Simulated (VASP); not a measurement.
Write the native input for VASP 6.6.1 that does the following.

```yaml
Task: single point
Functional: PBE
Potentials_or_basis: VASP PAW PBE potentials, release 64 (C, N, H)
Cutoff: 520 eV
k_mesh: 2 × 2 × 1
Occupations: fermi-dirac, width 0.02 eV
Spin: no spin polarisation
Dipole_correction: no
Further_INCAR_settings: LREAL = Auto; ALGO = Normal; EDIFF = 1e-06; NBANDS = 55
```

The structure of HC18N lies in POSCAR:

```
HC18N
1.0
    7.3980000000      0.0000000000      0.0000000000
   -3.6990000000      6.4068560000      0.0000000000
    0.0000000000      0.0000000000     13.0000000000
C N H
18 1 1
Direct
    0.0058043292      0.0011258252      0.0684403846
    0.2282790096      0.1116207388      0.0681029231
    0.0061587846      0.3316595535      0.0744114615
    0.2281868640      0.4432815409      0.0715991538
    0.0054970498      0.6656483305      0.0661943077
    0.2294409870      0.7785829742      0.0687071538
    0.3354599157     -0.0021380221      0.0717708462
    0.5560258452      0.1132836449      0.1075211538
    0.3394035927      0.3331680937      0.0713772308
    0.5652047904      0.4449132305      0.0704823846
    0.3374334812      0.6653208688      0.0755500769
    0.5606193431      0.7686398758      0.0926671538
    0.6774391991      0.0010971060      0.1081479231
    0.8987164340      0.1120103214      0.0783538462
    0.6752269902      0.3380987492      0.0812449231
    0.8950029053      0.4451774786      0.0747721538
    0.6767808257      0.6643515946      0.0684032308
    0.8959107288      0.7768812035      0.0664880769
    0.6168667187      0.8637523615      0.1967944615
    0.5166172665      1.0956854657      0.1928176154
```

The input as run:

INCAR

```
SYSTEM = HC18N
PREC = Accurate
ENCUT = 520
EDIFF = 1E-6
ISMEAR = -1
SIGMA = 0.02
LREAL = Auto
LASPH = .TRUE.
NELM = 100
ALGO = Normal
ISIF = 2
LWAVE = .FALSE.
LCHARG = .TRUE.
GGA = PE
LELF = .TRUE.
LVHAR = .TRUE.
NBANDS = 55
```

KPOINTS

```
regular mesh
0
G
  2 2 1
  0 0 0
```

Potentials or basis: VASP PAW PBE potentials, release 64 (C, N, H).

The run is started by

```console
$ cat potpaw_PBE.64/C/POTCAR potpaw_PBE.64/N/POTCAR potpaw_PBE.64/H/POTCAR > POTCAR
$ mpirun -np 1 vasp_std > vasp.out
```

It gave:

* Largest force: 0.481 eV/Å
* Band gap on the k mesh: 0.47 eV (least direct gap 0.48 eV)

Caveat: the k points lie up to 0.49 Å⁻¹ apart; there is no dipole correction, which matters where the two faces differ.

It took 8.6 min on 1 thread of Oxide Virtual Turin-like Processor, with other jobs on the host, peak memory 0.61 GiB.
